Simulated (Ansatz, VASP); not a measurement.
Ge: VASP beside Ansatz

The input INCAR:

```
SYSTEM = Ge
PREC     = Accurate       ! precision mode
ENCUT    = 520            ! plane-wave cutoff, eV
EDIFF    = 1E-7           ! SCF threshold, eV
ISMEAR   = 0              ! smearing method
SIGMA    = 0.1            ! smearing width, eV
LREAL    = .False.        ! projectors in reciprocal space
LASPH    = .True.         ! aspherical terms in the spheres
NELM     = 60             ! most SCF steps
ALGO     = Normal         ! electronic algorithm
ISIF     = 2              ! what is computed and relaxed
LWAVE    = .False.        ! write WAVECAR
LCHARG   = .False.        ! write CHGCAR
LDIPOL   = .True.       
IDIPOL   = 3            
DIPOL    = 0.5 0.5 0.368
GGA      = PE             ! functional
IVDW     = 12             ! dispersion correction
NBANDS   = 36             ! bands
```

The input KPOINTS:

```
Automatic mesh
0
Gamma
  9 9 1
  0 0 0
```

The input POSCAR:

```
Ge
1.0
    4.0226895460      0.0000000000      0.0000000000
   -2.0113447730      3.4837513384      0.0000000000
    0.0000000000      0.0000000000     18.8685220369
Ge
4
Direct
    0.3333333333      0.6666666667      0.2747571330
    0.6666666667      0.3333333333      0.2384924474
    0.0000000000      1.0000000000      0.4965159443
    0.3333333333      0.6666666667      0.4602512588
```

Input for Ansatz:

```yaml
crystal:
  lattice:
    - [4.022689546, 0.0, 0.0]
    - [-2.011344773, 3.4837513384, 0.0]
    - [0.0, 0.0, 18.8685220369]
  atoms:
    - { symbol: Ge, position: [0.3333333333, 0.6666666667, 0.274757133] }
    - { symbol: Ge, position: [0.6666666667, 0.3333333333, 0.2384924474] }
    - { symbol: Ge, position: [0.0, 1.0, 0.4965159443] }
    - { symbol: Ge, position: [0.3333333333, 0.6666666667, 0.4602512588] }
basis:
  ecutwfc: 420
kpoints:
  mp_grid: { grid: [9, 9, 1] }
hamiltonian:
  xc: pbe
  pseudopotentials: { kind: paw, azcp: { folder: soft_1 } }
  dispersion: d3bj
scf:
  occupations: { method: gaussian, width: 0.1 }
output:
  forces: true
  eigenvalues: true
efield:
  axis: 3
  dipole_correction: true
  ramp_width: 0.04
```

Alike in both runs: task single point; functional PBE; dispersion D3(BJ); k mesh 9 × 9 × 1; occupations gaussian, width 0.1 eV; no spin polarisation.

```csv
,VASP,Ansatz
version,VASP 6.6.1,Ansatz 0.2.0
potentials or method,"VASP PAW PBE potentials, release 64 (Ge_d), cutoff 520 eV","scalar-relativistic, plane waves, PAW"
valence electrons in the cell,56,56
```

```tsv
	VASP	Ansatz	Ansatz less VASP
gap on the k mesh at the Fermi level (eV)	none	none	-
rms of the force components (eV/Å)	0.170	0.170	-0.0002
```

Atom by atom the forces differ by 0.001 eV/Å (rms over components). A gap of «none» marks a metal or a gap that the smearing closes.
